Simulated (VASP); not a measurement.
Wanted: the native input for a VASP 6.6.1 run.

* Task: single point
* Functional: LDA
* Potentials or basis: VASP PAW LDA potentials, release 64 (Rh_pv)
* Cutoff: 520 eV
* k mesh: 22 × 22 × 22
* Occupations: gaussian, width 0.15 eV
* Spin: no spin polarisation
* Dipole correction: no
* Further INCAR settings: ALGO = Fast; EDIFF = 1e-06; NBANDS = 14

The structure of Rh lies in POSCAR:

```
Rh
1.0
    0.0000000000      1.9596164153      1.8140169157
    1.9596164153      0.0000000000      1.8140169157
    1.9596164153      1.9596164153      0.0000000000
Rh
1
Direct
    0.0000000000      0.0000000000      0.0000000000
```

One way to write it, as run:

INCAR

```
ALGO     = Fast           # electronic algorithm
EDIFF    = 1E-6           # SCF threshold, eV
ENCUT    = 520            # plane-wave cutoff, eV
ISIF     = 2              # what is computed and relaxed
ISMEAR   = 0              # smearing method
LASPH    = T              # aspherical terms in the spheres
LCHARG   = F              # write CHGCAR
LREAL    = F              # projectors in reciprocal space
LWAVE    = F              # write WAVECAR
NBANDS   = 14             # bands
NELM     = 80             # most SCF steps
PREC     = Accurate       # precision mode
SIGMA    = 0.15           # smearing width, eV
```

KPOINTS

```
k-points
0
Gamma
  22 22 22
```

Potentials or basis: VASP PAW LDA potentials, release 64 (Rh_pv).

Launch:

```console
$ cat potpaw_LDA.64/Rh_pv/POTCAR > POTCAR
$ mpirun -np 1 vasp_std > vasp.out
```

Results of the run:

```json
{
  "Pressure": "-12.8 GPa",
  "Band gap on the k mesh": "zero (an odd number of electrons rules out a gap without spin polarisation)"
}
```

Caveat: the stress differs along the axes, from -18 to -2 GPa.

Wall time 3.1 min on 1 thread of Intel Xeon 8259CL, with other jobs on the host, peak memory 0.25 GiB.
